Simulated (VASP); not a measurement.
# Mo (I4_1/amd) in VASP: relaxation of cell and atoms with LDA

Aim: the relaxation of cell and atoms of Mo with LDA.

All numbers are computed with VASP 6.6.1; they aren't measurements. Logs are shortened: lines on timing, memory, paths and dates and some standing lists are left out, and cuts for length are marked.

## 1. The cell of the first run

Symmetry: I4_1/amd, No. 141, tetragonal system. The conventional cell has a = 4.432 Å, b = 4.432 Å, c = 2.438 Å, α = 90.00°, β = 90.00°, γ = 90.00°. Within 3.0 Å of Mo (site symmetry -4m2) lie 10 Mo at 2.30 to 2.87 Å.

## 2. Relaxation of cell and atoms, LDA, target pressure 120 GPa, at which the enthalpy is minimised

Input file INCAR:

```
ALGO = Normal
EDIFF = 1E-6
EDIFFG = -0.005
ENCUT = 600
IBRION = 2
ISIF = 3
ISMEAR = -1
LASPH = True
LCHARG = False
LREAL = False
LWAVE = False
NELM = 100
NSW = 60
PREC = Accurate
PSTRESS = 1200.0
SIGMA = 0.05
```

Input file KPOINTS:

```
k-points
0
Gamma
  18 18 18
```

Input file POSCAR:

```
Mo
1.0
   -2.2161221662      2.2161221662      1.2188671914
    2.2161221662     -2.2161221662      1.2188671914
    2.2161221662      2.2161221662     -1.2188671914
Mo
2
Direct
   -0.3750000000     -0.1250000000     -0.2500000000
    0.3750000000      0.1250000000      0.2500000000
```

Potentials or basis: VASP PAW LDA potentials, release 64 (Mo_sv).

Started as:

```console
> cat potpaw_LDA.64/Mo_sv/POTCAR > POTCAR
> mpirun -np 1 vasp_std > vasp.out
```

OUTCAR:

```text
EDIFF = 1E-6
   EDIFFG = -0.005
   ENCUT = 600
   IBRION = 2
   ISIF = 3
   ISMEAR = -1
   LASPH = True
   LREAL = False
   NELM = 100
   NSW = 60
   PREC = Accurate
   PSTRESS = 1200.0

 ion  position               nearest neighbor table
   1  0.625  0.875  0.750-   2 2.30   2 2.30   2 2.30   2 2.30   2 2.87   2 2.87   2 2.87   2 2.87

   2  0.375  0.125  0.250-   1 2.30   1 2.30   1 2.30   1 2.30   1 2.87   1 2.87   1 2.87   1 2.87

  LATTYP: Found a body centered tetragonal cell.
 ALAT       =     4.4322443324
 C/A-ratio  =     0.5500000000

  Lattice vectors:

 A1 = (  -2.2161221662,   2.2161221662,   1.2188671914)
 A2 = (   2.2161221662,  -2.2161221662,   1.2188671914)
 A3 = (   2.2161221662,   2.2161221662,  -1.2188671914)

Analysis of symmetry for initial positions (statically):
=====================================================================
 Subroutine PRICEL returns:
 Original cell was already a primitive cell.

 Routine SETGRP: Setting up the symmetry group for a
 body centered tetragonal supercell.

 Subroutine GETGRP returns: Found 16 space group operations
 (whereof  4 operations were pure point group operations)
 out of a pool of 16 trial point group operations.

The static configuration has the point symmetry C_2h.
 The point group associated with its full space group is D_4h.

Analysis of symmetry for dynamics (positions and initial velocities):
=====================================================================
 Subroutine PRICEL returns:
 Original cell was already a primitive cell.

 Routine SETGRP: Setting up the symmetry group for a
 body centered tetragonal supercell.

 Subroutine GETGRP returns: Found 16 space group operations
 (whereof  4 operations were pure point group operations)
 out of a pool of 16 trial point group operations.

The dynamic configuration has the point symmetry C_2h.
 The point group associated with its full space group is D_4h.

 Subroutine INISYM returns: Found 16 space group operations
 (whereof  4 operations are pure point group operations),
 and found     1 'primitive' translations

----------------------------------------------------------------------------------------

                                     Primitive cell

  volume of cell :      23.9444

  direct lattice vectors                    reciprocal lattice vectors
[... 103 lines left out ...]
   EFERMI_NEDOS =   21; number of points for ismear=-14 and -15
   IALGO  =     38    algorithm
   IMIX   =      4    mixing-type and parameters
     AMIX     =   0.40;   BMIX     =  1.00
     AMIX_MAG =   1.60;   BMIX_MAG =  1.00
  volume/ion in A,a.u.               =      11.97        80.79
  Fermi-wavevector in a.u.,A,eV,Ry     =   1.724750  3.259306 40.474120  2.974764
  Thomas-Fermi vector in A             =   2.800380
   LORBIT       =      0    0 simple, 1 ext, 2 COOP (PROOUT), +10 PAW based schemes
   GGA     = CA    functional components
   LHFCALC =     F    Hartree Fock is set to
   AEXX    =    0.0000 exact exchange contribution
   IVDW    =     0    specifies the selected vdW correction
   LEPSILON=     F    determine dielectric tensor
   LRPA    =     F    only Hartree local field effects (RPA)
 conjugate gradient relaxation of ions
 non-spin polarized calculation
  energy-cutoff  :      600.00
  volume of cell :       23.94
 maximum number of plane-waves:       812
   NGX = 13   NGY = 13   NGZ = 13

--------------------------------------- Ionic step        1  -------------------------------------------

 number of electron      28.0000004 magnetization

 Free energy of the ion-electron system (eV)
  ---------------------------------------------------
  ext. energy  EPLUGINS =         0.00000000
  ---------------------------------------------------
  free energy    TOTEN  =       -19.97778912 eV

  energy without entropy =      -19.96776303  energy(sigma->0) =      -19.97277608

------------------------ aborting loop because EDIFF is reached ----------------------------------------

  FORCE on cell =-STRESS in cart. coord.  units (eV):
  Direction    XX          YY          ZZ          XY          YZ          ZX
  --------------------------------------------------------------------------------------
  -------------------------------------------------------------------------------------
  Total       20.5054885     20.5054885     15.9410005      0.0000000      0.0000000      0.0000000
  in kB     1372.0720869   1372.0720869   1066.6510940      0.0000000      0.0000000      0.0000000
  external PRESSURE =      70.2650892 kB  Pullay stress =    1200.0000000 kB
[... 97 lines left out ...]
  energy  without entropy=      -20.4754806520  energy(sigma->0) =      -20.48061148

  enthalpy is  TOTEN    =        -2.1077915377 eV   P V=       18.3779507642

[... ionic steps 4 to 11 ...]

--------------------------------------- Ionic step       12  -------------------------------------------

 number of electron      27.9999998 magnetization

------------------------ aborting loop because EDIFF is reached ----------------------------------------
[... 71 lines left out ...]
--------------------------------------- Ionic step       14  -------------------------------------------

 number of electron      27.9999998 magnetization

 Free energy of the ion-electron system (eV)
  ---------------------------------------------------
  ext. energy  EPLUGINS =         0.00000000
  ---------------------------------------------------
  free energy    TOTEN  =       -20.21317408 eV

  energy without entropy =      -20.20325843  energy(sigma->0) =      -20.20821625

 E-fermi :  17.0487     XC(G=0): -14.9949

 val. band max:       17.0377898656   @ k =  -0.3889  -0.4444   0.3889
 cond. band min:      17.0528721913   @ k =   0.3333   0.2778   0.1667
 fundamental gap:      0.0150823256
 Fermi energy:        17.0486869094

 k-point     1 :       0.0000    0.0000    0.0000
  band No.  band energies     occupation
      1     -44.3539      2.00000
      2     -43.0281      2.00000
      3     -19.5268      2.00000
      4     -19.5268      2.00000
      5     -16.5482      2.00000
      6     -16.5482      2.00000
[... 481 lines left out ...]
      5     -17.4597      2.00000
      6     -17.2383      2.00000
[... 10 lines left out ...]
     17      19.7801      0.00000
     18      22.1139      0.00000

 [... further k-points ...]

------------------------ aborting loop because EDIFF is reached ----------------------------------------

  FORCE on cell =-STRESS in cart. coord.  units (eV):
  Direction    XX          YY          ZZ          XY          YZ          ZX
  --------------------------------------------------------------------------------------
  -------------------------------------------------------------------------------------
  Total       18.0945593     18.0945593     18.0825683      0.0000000      0.0000000      0.0000000
  in kB     1200.4794659   1200.4794659   1199.6839297      0.0000000      0.0000000      0.0000000
  external PRESSURE =       0.2142872 kB  Pullay stress =    1200.0000000 kB
[... 21 lines left out ...]
  energy  without entropy=      -20.2032584286  energy(sigma->0) =      -20.20821625

  enthalpy is  TOTEN    =        -2.1258416893 eV   P V=       18.0873323865

 reached required accuracy - stopping structural energy minimisation
```

OSZICAR:

```text
N       E                     dE             d eps       ncg     rms          rms(c)
DAV:   1     0.352983258514E+03    0.35298E+03   -0.19487E+04 17280   0.190E+03
DAV:   2    -0.990569231023E+01   -0.36289E+03   -0.35706E+03 18092   0.558E+02
DAV:   3    -0.204651544119E+02   -0.10559E+02   -0.10243E+02 21044   0.963E+01
[... 101 lines left out ...]
DAV:   2    -0.202134140305E+02    0.44047E-05   -0.79991E-06 18904   0.319E-02    0.830E-03
DAV:   3    -0.202134130701E+02    0.96036E-06   -0.28162E-06 13020   0.169E-02
  13 F= -.21258417E+01 E0= -.21208836E+01  d E =-.537877E-06
       N       E                     dE             d eps       ncg     rms          rms(c)
DAV:   1    -0.202131742907E+02    0.23974E-03   -0.55827E-06 17292   0.278E-02    0.598E-03
DAV:   2    -0.202131740758E+02    0.21497E-06   -0.33284E-07  8640   0.667E-03
  14 F= -.21258417E+01 E0= -.21208839E+01  d E =-.528746E-06
```

Run time: 47 min. Hardware: 1 thread of Intel Xeon 8259CL, shared host; peak memory 0.34 GiB.

What came out:

| Quantity | Value |
| --- | --- |
| Free energy | -20.2132 eV |
| Relaxed volume | 12.07 Å³/atom |
| Relaxed cell | a = 3.407 Å, b = 3.407 Å, c = 3.407 Å, α = 96.92°, β = 96.92°, γ = 139.37° |
| Space group after relaxing (to 0.1 Å) | I4_1/amd (No. 141) |
| Energy change on relaxing (the run minimises the enthalpy) | -117.7 meV/atom |
| Ionic steps | 14 |
| Pressure after relaxing | 120.0 GPa |
| Band gap on the k mesh | zero (bands 14 and 15 overlap by 4.30 eV) |

The path:
```tsv
step	energy change (eV)	largest force (eV/Å)	pressure (GPa)	volume (Å³)
1	0.0000	0.0000	127.03	23.94
2	-1.1021	0.0000	85.13	25.71
3	-0.5080	0.0000	109.80	24.54
4	0.9453	0.0000	158.81	23.01
5	-0.3111	0.0000	117.29	24.25
6	-0.2943	0.0000	117.90	24.23
7	-0.2894	0.0000	118.02	24.22
8	-0.0863	0.0000	125.43	23.96
9	-0.2357	0.0000	120.03	24.15
10	-0.2346	0.0000	120.08	24.15
11	-0.2400	0.0000	119.95	24.16
12	-0.2371	0.0000	119.94	24.15
13	-0.2356	0.0000	120.04	24.15
14	-0.2354	0.0000	120.02	24.15
```

Final structure:
```
Mo
1.0
    -2.25914    2.25914    1.18292
     2.25914   -2.25914    1.18292
     2.25914    2.25914   -1.18292
Mo
2
Cartesian
  2.2591 1.1296 0.8872
  0.0000 1.1296 0.2957
```

Levels at points of the mesh, in eV from the Fermi level:
```csv
k point,band 10,band 11,band 12,band 13,band 14,band 15,band 16,band 17,band 18
"(0.00, 0.00, 0.00)",-7.59,-5.70,-4.77,-4.27,2.09,2.09,2.24,2.24,6.00
"(0.50, 0.00, 0.00)",-6.67,-4.93,-2.91,-1.43,-0.67,1.81,1.99,4.27,4.70
"(0.50, 0.50, 0.00)",-5.60,-4.03,-4.03,-1.47,-1.47,1.71,1.71,3.83,3.83
"(0.50, 0.50, 0.50)",-5.36,-3.66,-3.66,0.70,0.70,0.75,0.75,3.08,3.08
```

Caveat: the cell is relaxed towards a set pressure, so the run minimises the enthalpy, not the energy.
